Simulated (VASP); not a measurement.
Runs of VASP 6.6.1 on Y. The structure is that of space group P4/mmm (No. 123), or close to it. The cells are those of the table. 

```csv
cell,k mesh,gap on the mesh (eV),largest force (eV/Å)
"a = 3.225, b = 3.225, c = 29.539 Å, 2 atoms",18 × 18 × 1,none,0.08
"a = 2.987, b = 2.987, c = 17.000 Å, 2 atoms",6 × 6 × 1,none,(a)
"a = 3.225, b = 3.225, c = 29.539 Å, 2 atoms",6 × 6 × 1,none,0.01
"a = 3.210, b = 3.210, c = 30.567 Å, 2 atoms",18 × 18 × 1,none,-
```

Alike in all rows: task single point; level PBE; potentials or basis VASP PAW PBE potentials, release 64 (Y_sv); no spin polarisation; cutoff (eV) 520; smearing gaussian 0.1 eV.

Problem. Fill in the values left out.

Solution. (a) 0.98.

A k mesh can miss the band edges, and the runs leave out spin-orbit coupling on Y.

A gap of «none» marks levels without a gap at the run's occupations.
